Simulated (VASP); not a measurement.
Input of a VASP 6.6.1 run:

File POSCAR:

```
Ti
1.0
   -1.6314662719      1.6314662719      1.6314662719
    1.6314662719     -1.6314662719      1.6314662719
    1.6314662719      1.6314662719     -1.6314662719
Ti
1
Direct
    0.0000000000      0.0000000000      0.0000000000
```

Contents of INCAR.step1:

```
PREC = Accurate
ENCUT = 520
EDIFF = 1E-5
ISMEAR = -1
SIGMA = 0.05
LREAL = False
LASPH = True
NELM = 100
ALGO = Normal
ISIF = 2
LWAVE = True
LCHARG = False
NBANDS = 12
GGA = PE
```

File INCAR.step2:

```
PREC = Accurate
ENCUT = 520
EDIFF = 1E-6
ISMEAR = -1
SIGMA = 0.05
LREAL = False
LASPH = True
NELM = 100
ALGO = Normal
ISIF = 2
LWAVE = False
LCHARG = False
GGA = B3
LHFCALC = True
AEXX = 0.2
AGGAX = 0.72
AGGAC = 0.81
ALDAC = 0.19
PRECFOCK = Normal
NBANDS = 12
ISTART = 1
```

File KPOINTS:

```
Automatic mesh
0
Gamma
  6 6 6
```

Potentials or basis: VASP PAW PBE potentials, release 64 (Ti_sv).

Run with:

```sh
$ cat potpaw_PBE.64/Ti_sv/POTCAR > POTCAR
$ cp INCAR.step1 INCAR
$ mpirun -np 1 vasp_std > vasp.out
$ cp INCAR.step2 INCAR
$ mpirun -np 1 vasp_std > vasp.out
```

Problem. What does it give for the pressure?

Solution. -0.4 GPa.

Problem. Estimate the band gap on the k mesh.

Solution. Zero (band 6 reaches 10.09 eV, above the bottom of band 7 at 7.33 eV).

Caveat: the k points lie up to 0.45 Å⁻¹ apart; the PAW data sets were made with another functional, which shifts forces and pressure a little.
